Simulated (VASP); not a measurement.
Crystal: Cr.

```
Cr
1.0
    -1.39425    1.39425    1.39425
     1.39425   -1.39425    1.39425
     1.39425    1.39425   -1.39425
Cr
1
Direct
  0.00000 0.00000 0.00000
```

Program: VASP 6.6.1. Alike in all runs: task single point; level LDA; potentials or basis VASP PAW LDA potentials, release 64 (Cr_pv); no spin polarisation; cell as given; k mesh 16 × 16 × 16.

Problem. Order these runs on this cell by their pressure, lowest first.
A. cutoff (eV) 500; smearing fermi-dirac 0.1 eV
B. cutoff (eV) 520; smearing fermi-dirac 0.6 eV
C. cutoff (eV) 520; smearing fermi-dirac 1 eV
D. cutoff (eV) 520; smearing methfessel-paxton 1 eV
E. cutoff (eV) 520; smearing fermi-dirac 0.3 eV

Solution. D (-2.2 GPa), A (0.0 GPa), E (2.4 GPa), B (13.9 GPa), C (36.7 GPa).

Caveats: the run has no spin polarisation, though such a crystal can be magnetic.
